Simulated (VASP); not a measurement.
# SiO2: single point with LDA

The system is SiO2.

```
CELL_PARAMETERS angstrom
4.22990 0.00000 0.00000
0.00000 4.22990 0.00000
0.00000 0.00000 2.34200
ATOMIC_POSITIONS crystal
Si 0.50000 0.50000 0.50000
Si 0.00000 0.00000 0.00000
O 0.69443 0.69443 0.00000
O 0.19443 0.80557 0.50000
O 0.30557 0.30557 0.00000
O 0.80557 0.19443 0.50000
```

```json
{
 "Program": "VASP 6.6.1",
 "Task": "single point",
 "Functional": "LDA",
 "Potentials or basis": "VASP PAW LDA potentials, release 64 (Si, O)",
 "Cutoff": "520 eV",
 "k mesh": "6 × 6 × 8",
 "Occupations": "gaussian, width 0.05 eV",
 "Spin": "no spin polarisation",
 "Dipole correction": "no",
 "Further INCAR settings": "ALGO = Normal; EDIFF = 1e-07; NBANDS = 25"
}
```

```json
{
 "Pressure": "53.1 GPa",
 "Largest force": "0.438 eV/Å",
 "Band gap on the k mesh": "7.43 eV, direct"
}
```

Forces in eV/Å, atoms in the order of the input:
```
Si   0.000  0.000  0.000
Si   0.000  0.000  0.000
O    0.310  0.310  0.000
O    0.310 -0.310  0.000
O   -0.310 -0.310  0.000
O   -0.310  0.310  0.000
```

Stress tensor (GPa, compression positive):
```
 15.63   0.00   0.00
  0.00  15.63   0.00
  0.00   0.00 128.09
```

Levels at points of the mesh, in eV from the valence-band top:
```
           k point  band 14  band 15  band 16  band 17  band 18  band 19
(0.00, 0.00, 0.00)    -1.03    -1.03     0.00     7.43     9.62    11.13
(0.50, 0.00, 0.00)    -1.72    -1.29    -1.29     9.42     9.42    11.32
(0.50, 0.50, 0.00)    -2.53    -2.20    -2.20     9.73     9.73    11.42
(0.00, 0.00, 0.50)    -2.92    -2.87    -2.87    10.18    10.18    12.79
(0.50, 0.00, 0.50)    -2.59    -1.80    -1.80     9.41     9.41     9.79
(0.50, 0.50, 0.50)    -2.08    -1.57    -1.57     7.90     7.90    11.30
```

It took 15 s on 1 thread of Intel(R) Xeon(R) Platinum 8559C (Emerald Rapids) (shared host), peak memory 0.15 GiB.

A k mesh can miss the band edges. Expect the measured gap to be larger: semilocal functionals such as LDA lack the derivative discontinuity.
